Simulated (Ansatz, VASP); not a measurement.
Two plane-wave programs on BN

```
N B
1.0
     2.55394    0.00000    0.00000
    -1.27697    2.21178    0.00000
     0.00000    0.00000    4.39593
N B
2 2
Direct
  0.33333 0.66667 0.12528
  0.66667 0.33333 0.62528
  0.33333 0.66667 0.49972
  0.66667 0.33333 0.99972
```

Alike in both runs: functional PBEsol; k mesh 10 × 10 × 5; occupations fermi-dirac, width 0.05 eV; no spin polarisation.

|  | VASP | Ansatz |
| --- | --- | --- |
| version | VASP 6.6.1 | Ansatz 0.2.0 |
| potentials or method | VASP PAW PBE potentials, release 64 (N, B) | Ansatz PAW |
| plane-wave cutoff (eV) | 600 | 420 |
| valence electrons in the cell | 16 | 16 |
| task | single point | band structure |

|  | VASP | Ansatz | Ansatz less VASP |
| --- | --- | --- | --- |
| gap on the k mesh at the Fermi level (eV) | 5.09 | 5.10 | +0.015 |
| least direct gap on the mesh (eV) | 6.95 | 6.95 | 0.000 |
| pressure (GPa) | -18.4 | -18.6 | -0.16 |
| traceless stress, the component that is largest in VASP (GPa) | -22.35 | -22.17 | +0.186 |
| rms of the force components (eV/Å) | 0.083 | 0.090 | +0.0075 |

VASP's potentials were made for PBE, not for PBEsol. Atom by atom the forces differ by 0.007 eV/Å (rms over components). The functional is the same, so the differences come from potentials, cutoffs and numerics.

Noted on Ansatz's run: Pulay correction over one GPa; the k mesh misses the band edges, so the gap on the mesh is wider than the one along the path.
